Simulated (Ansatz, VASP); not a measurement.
Two plane-wave programs on Ba

Contents of POSCAR:

```
Ba
1.0
    4.7271080281      0.0000000000      0.0000000000
   -2.3635540140      4.0937956388      0.0000000000
    0.0000000000      0.0000000000     15.4848432715
Ba
4
Direct
    0.0000000000      1.0000000000      0.0000000000
    0.0000000000      1.0000000000      0.5000000000
    0.3333333333      0.6666666667      0.2500000000
    0.6666666667      0.3333333333      0.7500000000
```

INCAR.step1

```
SYSTEM = Ba
PREC = Accurate
ENCUT = 520
ISMEAR = -1
SIGMA = 0.1
LREAL = .FALSE.
LASPH = .TRUE.
NELM = 60
NBANDS = 28
GGA = PE
ALGO = Normal
EDIFF = 1E-4
LWAVE = .TRUE.
LCHARG = .FALSE.
```

The input INCAR.step2:

```
SYSTEM = Ba
PREC = Accurate
ENCUT = 520
EDIFF = 1E-6
ISMEAR = -1
SIGMA = 0.1
LREAL = .FALSE.
LASPH = .TRUE.
NELM = 60
ALGO = Normal
ISIF = 2
LWAVE = .FALSE.
LCHARG = .FALSE.
METAGGA = R2SCAN
LMIXTAU = .TRUE.
NBANDS = 28
ISTART = 1
```

Contents of KPOINTS:

```
regular mesh
0
G
  9 9 3
  0 0 0
```

Input for Ansatz:

```yaml
crystal:
  lattice:
    - [4.7271080281, 0.0, 0.0]
    - [-2.363554014, 4.0937956388, 0.0]
    - [0.0, 0.0, 15.4848432715]
  atoms:
    - { symbol: Ba, position: [0.0, 1.0, 0.0] }
    - { symbol: Ba, position: [0.0, 1.0, 0.5] }
    - { symbol: Ba, position: [0.3333333333, 0.6666666667, 0.25] }
    - { symbol: Ba, position: [0.6666666667, 0.3333333333, 0.75] }
hamiltonian:
  xc: r2scan
  pseudopotentials:
    kind: paw
    azcp:
      Ba: "pseudopotentials/Ba.paw.azcp"
basis:
  ecutwfc: 500
  fft_grid_basis: typed
kpoints:
  mp_grid: { grid: [9, 9, 3], shift: [0, 0, 0] }
magnetization:
  spin_polarized: false
scf:
  occupations: { method: fermi_dirac, width: 0.1 }
  lower_state_search: "off"
output:
  stress: true
```

Alike in both runs: task single point; functional r2SCAN; k mesh 9 × 9 × 3; occupations fermi-dirac, width 0.1 eV; no spin polarisation.

|  | VASP | Ansatz |
| --- | --- | --- |
| version | VASP 6.6.1 | Ansatz 0.2.0 |
| potentials or method | VASP PAW PBE potentials, release 64 (Ba_sv), cutoff 520 eV | plane waves (500 eV) with PAW, scalar-relativistic |
| valence electrons in the cell | 40 | 40 |

```tsv
	VASP	Ansatz	Ansatz less VASP
pressure (GPa)	-0.7	-0.7	-0.02
```

VASP's potentials were made for PBE, not for r2SCAN.

Spin-orbit coupling is off throughout.
